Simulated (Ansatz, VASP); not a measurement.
## HfO2 in VASP and in Ansatz

```
CELL_PARAMETERS angstrom
3.66624 0.00000 0.00000
0.00000 3.66624 0.00000
0.00000 0.00000 5.46281
ATOMIC_POSITIONS crystal
Hf 0.50000 0.50000 0.50000
Hf 0.00000 0.00000 0.00000
O 0.00000 0.50000 0.69616
O 0.50000 0.00000 0.80384
O 0.50000 0.00000 0.30384
O 0.00000 0.50000 0.19616
```

Change from the starting cell: strain +0.025 along x and y, +0.050 along z, atoms carried along.

Alike in both runs: task single point; functional r2SCAN; k mesh 6 × 6 × 6; occupations gaussian, width 0.05 eV; no spin polarisation.

|  | VASP | Ansatz |
| --- | --- | --- |
| version | VASP 6.6.1 | Ansatz 0.2.0 |
| potentials or method | VASP PAW PBE potentials, release 64 (Hf_pv, O), cutoff 520 eV | scalar-relativistic, plane waves, PAW |
| valence electrons in the cell | 44 | 76 |

VASP gave:

| Property | Result |
| --- | --- |
| gap on the k mesh at the Fermi level (eV) | 4.77 |
| least direct gap on the mesh (eV) | 4.83 |
| pressure (GPa) | -23.3 |
| traceless stress, the component that is largest in VASP (GPa) | -3.10 |
| rms of the force components (eV/Å) | 0.320 |

Problem. Which values does Ansatz return?

Solution. gap on the k mesh at the Fermi level (eV): 4.81; least direct gap on the mesh (eV): 4.86; pressure (GPa): -20.4; traceless stress, the component that is largest in VASP (GPa): -3.22; rms of the force components (eV/Å): 0.286.

VASP's potentials were made for PBE, not for r2SCAN. Atom by atom the forces differ by 0.033 eV/Å (rms over components). VASP's potentials hold 44 valence electrons a cell and Ansatz's 76, so a difference there can come from the potentials and not from the codes.

Neither program's run includes spin-orbit coupling.
